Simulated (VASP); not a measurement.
# W (Im-3m) in VASP: notebook, part 2 of 2

VASP 6.6.1. The steps go on from the part before.

## (4) Single point, PBE, collinear spin

Input file INCAR:

```
SYSTEM = W
PREC = Accurate
ENCUT = 520
EDIFF = 1E-7
ISMEAR = -1
SIGMA = 0.1
LREAL = .FALSE.
LASPH = .TRUE.
NELM = 150
ALGO = Normal
ISIF = 2
LWAVE = .FALSE.
LCHARG = .TRUE.
ISPIN = 2
MAGMOM = 0.2
LORBIT = 11
LMAXMIX = 4
GGA = PE
LELF = .TRUE.
LVHAR = .TRUE.
NBANDS = 17
```

Input file KPOINTS:

```
Automatic mesh
0
G
  19 19 19
  0 0 0
```

Input file POSCAR:

```
W
1.0
   -1.5917664559      1.5917664559      1.5917664559
    1.5917664559     -1.5917664559      1.5917664559
    1.5917664559      1.5917664559     -1.5917664559
W
1
Direct
    0.0000000000      0.0000000000      0.0000000000
```

Potentials or basis: VASP PAW PBE potentials, release 64 (W_sv).

Launch:

```bash
$ cat potpaw_PBE.64/W_sv/POTCAR > POTCAR
$ mpirun -np 1 vasp_std > vasp.out
```

OUTCAR:

```text
SYSTEM = W
   PREC = Accurate
   ENCUT = 520
   EDIFF = 1E-7
   ISMEAR = -1
   LREAL = .FALSE.
   LASPH = .TRUE.
   NELM = 150
   ISIF = 2
   ISPIN = 2
   LORBIT = 11
   GGA = PE

 ion  position               nearest neighbor table
   1  0.000  0.000  0.000-

  LATTYP: Found a body centered cubic cell.
 ALAT       =     3.1835329118

  Lattice vectors:

 A1 = (  -1.5917664559,   1.5917664559,   1.5917664559)
 A2 = (   1.5917664559,  -1.5917664559,   1.5917664559)
 A3 = (   1.5917664559,   1.5917664559,  -1.5917664559)

Analysis of symmetry for initial positions (statically):
=====================================================================
 Subroutine PRICEL returns:
 Original cell was already a primitive cell.

 Routine SETGRP: Setting up the symmetry group for a
 body centered cubic supercell.

 Subroutine GETGRP returns: Found 48 space group operations
 (whereof 48 operations were pure point group operations)
 out of a pool of 48 trial point group operations.

The static configuration has the point symmetry O_h .

Analysis of symmetry for dynamics (positions and initial velocities):
[... 665 lines left out ...]

 k-point     1 :       0.0000    0.0000    0.0000
  band No.  band energies     occupation
      1     -63.0140      1.00000
      2     -26.6012      1.00000
      3     -26.6012      1.00000
      4     -26.6012      1.00000
      5       1.6513      1.00000
      6       9.9922      0.99999
[... 459 lines left out ...]
      6       8.0638      1.00000
[... 9 lines left out ...]
     16      37.4157      0.00000
     17      38.6798      0.00000

 [... further k-points ...]

------------------------ aborting loop because EDIFF is reached ----------------------------------------

  FORCE on cell =-STRESS in cart. coord.  units (eV):
  Direction    XX          YY          ZZ          XY          YZ          ZX
  --------------------------------------------------------------------------------------
  -------------------------------------------------------------------------------------
  Total        0.0513897      0.0513897      0.0513897      0.0000000      0.0000000      0.0000000
  in kB        5.1037441      5.1037441      5.1037441      0.0000000      0.0000000      0.0000000
  external PRESSURE =       5.1037441 kB  Pullay stress =       0.0000000 kB

 VOLUME and BASIS-vectors are now :
 -----------------------------------------------------------------------------
  energy-cutoff  :      520.00
  volume of cell :       16.13
      direct lattice vectors                 reciprocal lattice vectors
    -1.591766456  1.591766456  1.591766456     0.000000000  0.314116432  0.314116432
     1.591766456 -1.591766456  1.591766456     0.314116432  0.000000000  0.314116432
     1.591766456  1.591766456 -1.591766456     0.314116432  0.314116432  0.000000000

 POSITION                                       TOTAL-FORCE (eV/Angst)
 -----------------------------------------------------------------------------------
      0.00000      0.00000      0.00000         0.000000      0.000000     -0.000000
 -----------------------------------------------------------------------------------
    total drift:                               -0.000000      0.000000      0.000000

  FREE ENERGIE OF THE ION-ELECTRON SYSTEM (eV)
  ---------------------------------------------------
  free  energy   TOTEN  =       -12.9629592666 eV

  energy  without entropy=      -12.9484851574  energy(sigma->0) =      -12.95572221

 total charge

# of ion       s       p       d       tot
------------------------------------------
    1        2.397   6.332   3.327  12.057

 magnetization (x)

# of ion       s       p       d       tot
------------------------------------------
    1       -0.000  -0.000  -0.000  -0.000
```

stdout:

```text
POSCAR found type information on POSCAR W
 POSCAR found :  1 types and       1 ions
 scaLAPACK will be used
 LDA part: xc-table for (Slater+PW92), standard interpolation
 POSCAR, INCAR and KPOINTS ok, starting setup
 FFT: planning ... GRIDC
 FFT: planning ... GRID_SOFT
 FFT: planning ... GRID
 WAVECAR not read
 entering main loop
```

Run time: 66 s. Hardware: 1 thread of AMD EPYC 9R45 (Zen 5), shared host; peak memory 0.18 GiB.

What came out:

```
Free energy                                           : -12.9630 eV
Pressure                                              : 0.5 GPa
Band gap on the k mesh                                : zero (filled and empty bands overlap)
Net moment                                            : 0.00 μB per cell
Valence electrons inside the program's atomic spheres : W 12.06
```

Caveat: spin-orbit coupling is left out, which moves the levels of the heavy elements.

## (5) Relaxation of cell and atoms, PBE, collinear spin

Input file INCAR:

```
SYSTEM = W
PREC = Accurate ; ENCUT = 600
EDIFF = 1E-6 ; ISMEAR = -1
SIGMA = 0.1 ; LREAL = .False.
LASPH = .True. ; NELM = 150
ALGO = Normal ; ISIF = 3
LWAVE = .False. ; LCHARG = .False.
ISPIN = 2 ; MAGMOM = 0.2
LORBIT = 11 ; LMAXMIX = 4
GGA = PE ; IBRION = 2
NSW = 60 ; EDIFFG = -0.005
```

Input file KPOINTS:

```
regular mesh
0
Gamma
  19 19 19
  0 0 0
```

Input file POSCAR:

```
W
1.0
   -1.5921819128      1.5921819128      1.5921819128
    1.5921819128     -1.5921819128      1.5921819128
    1.5921819128      1.5921819128     -1.5921819128
W
1
Direct
    0.0000000000      0.0000000000      0.0000000000
```

Launch:

```bash
$ cat potpaw_PBE.64/W_sv/POTCAR > POTCAR
$ mpirun -np 1 vasp_std > vasp.out
```

Wall time 72 s (1 thread of AMD EPYC 9R45 (Zen 5), shared host); peak memory 0.18 GiB.

Results (log left out):

| Property | Result |
| --- | --- |
| Free energy | -12.9632 eV |
| Relaxed volume | 16.16 Å³/atom |
| Relaxed cell | a = 2.759 Å, b = 2.759 Å, c = 2.759 Å, α = 109.47°, β = 109.47°, γ = 109.47° |
| Space group after relaxing (to 0.1 Å) | Im-3m (No. 229) |
| Energy gained by relaxing | 0.0 meV/atom |
| Ionic steps | 3 |
| Pressure after relaxing | 0.0 GPa |
| Band gap on the k mesh | zero (filled and empty bands overlap) |
| Net moment | 0.00 μB per cell |
| Valence electrons inside the program's atomic spheres | W 12.05 |

Final structure:
```
W
1.0
    -1.59271    1.59271    1.59271
     1.59271   -1.59271    1.59271
     1.59271    1.59271   -1.59271
W
1
Direct
  0.00000 0.00000 0.00000
```

Levels at points of the mesh, in eV from the Fermi level:
Spin up:
| k point | band 5 | band 6 | band 7 | band 8 | band 9 | band 10 |
| --- | --- | --- | --- | --- | --- | --- |
| (0.00, 0.00, 0.00) | -9.50 | -1.17 | -1.17 | -1.17 | 2.24 | 2.24 |
Spin down:
```tsv
k point	band 4	band 5	band 6	band 7	band 8	band 9	band 10	band 11
(0.00, 0.00, 0.00)	-37.77	-9.50	-1.17	-1.17	-1.17	2.24	2.24	14.50
```

Caveat: spin-orbit coupling is left out, which moves the levels of the heavy elements.

## (6) Summary

```tsv
task	spin	cell	k mesh	cutoff (eV)	gap on the mesh (eV)	pressure (GPa)	moment (μB)
single point	off	a = 2.757 Å, angles 109.5°, 1 atom, atomic positions A	19 × 19 × 19	520	none	0.5	-
single point	off	a = 2.757, b = 2.757, c = 4.502 Å, angles 90.0, 90.0, 109.5°, 2 atoms, atomic positions B	13 × 13 × 7	520	none	0.4	-
single point	collinear	a = 2.757 Å, angles 109.5°, 1 atom, atomic positions A	19 × 19 × 19	520	none	0.5	0.00
relaxation of cell and atoms	collinear	relaxed from a = 2.758 Å, angles 109.5°, 1 atom, atomic positions A	19 × 19 × 19	600	none	0.0	0.00
```

Alike in all rows: level PBE; potentials or basis VASP PAW PBE potentials, release 64 (W_sv); smearing fermi-dirac 0.1 eV.

Caveats: spin-orbit coupling is left out, which moves the levels of the heavy elements.

Total energies depend on the potentials used, so only differences within one code and one set of settings carry meaning.
